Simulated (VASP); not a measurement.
Wanted: the native input for a VASP 6.6.1 run.

```yaml
Task: single point
Functional: PBE
Potentials_or_basis: VASP PAW PBE potentials, release 64 (Na_pv, I)
Cutoff: 520 eV
k_mesh: 6 × 6 × 6
Occupations: gaussian, width 0.05 eV
Spin: no spin polarisation
Dipole_correction: no
Further_INCAR_settings: ALGO = Normal; EDIFF = 1e-06; NBANDS = 14
```

The structure of NaI lies in POSCAR:

```
NaI
1.0
    0.0000000000      3.2364000000      3.2364000000
    3.2364000000      0.0000000000      3.2364000000
    3.2364000000      3.2364000000      0.0000000000
Na I
1 1
Direct
    0.0000000000      0.0000000000      0.0000000000
    0.4845507354      0.4845507354      0.5154492646
```

This cell differs from its parent crystal: all I atoms moved -0.100 Å, as atom 2 along Cartesian [0 0 1].

The input as run:

INCAR

```
SYSTEM = NaI
ALGO = Normal ; EDIFF = 1E-6
ENCUT = 520 ; GGA = PE
ISIF = 2 ; ISMEAR = 0
LASPH = .TRUE. ; LCHARG = .FALSE.
LREAL = .FALSE. ; LWAVE = .FALSE.
NBANDS = 14 ; NELM = 60
PREC = Accurate ; SIGMA = 0.05
```

KPOINTS

```
k-points
0
G
  6 6 6
  0 0 0
```

Potentials or basis: VASP PAW PBE potentials, release 64 (Na_pv, I).

Launch:

```bash
$ cat potpaw_PBE.64/Na_pv/POTCAR potpaw_PBE.64/I/POTCAR > POTCAR
$ mpirun -np 1 vasp_std > vasp.out
```

Results of the run:

* Pressure: 0.5 GPa
* Largest force: 0.093 eV/Å
* Band gap on the k mesh: 3.64 eV

Caveat: the cell differs from its parent crystal (all I atoms moved -0.100 Å, as atom 2 along Cartesian [0 0 1]); spin-orbit coupling is left out, which moves the levels of the heavy elements.

It took 30 s on 1 thread of Intel Xeon 8259CL, on a shared host, peak memory 0.21 GiB.
